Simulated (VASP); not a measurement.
NaF:

```
Na F
1.0
     0.00000    2.32000    2.32000
     2.32000    0.00000    2.32000
     2.32000    2.32000    0.00000
Na F
1 1
Direct
  0.00000 0.00000 0.00000
  0.50000 0.50000 0.50000
```

Base run:

```yaml
Program: VASP 6.6.1
Functional: PBE
Potentials_or_basis: VASP PAW PBE potentials, release 64 (Na_pv, F)
Cutoff: 520 eV
k_mesh: 6 × 6 × 6
Occupations: fermi-dirac, width 0.05 eV
Spin: no spin polarisation
```

Its results: band gap on the k mesh 6.28 eV; pressure 1.8 GPa.

Question: After a change of settings the same cell gave: band gap on the k mesh 7.13 eV; pressure 1.1 GPa. Which change was it?
A. functional from PBE to PBE-based screened hybrid with 15 % exact exchange
B. functional from PBE to PBE-based screened hybrid with 50 % exact exchange
C. functional from PBE to r2SCAN
D. functional from PBE to PBE-based screened hybrid with 10 % exact exchange

Answer: D.

Caveats: the PAW data sets were made with another functional, which shifts forces and pressure a little (at least some runs).
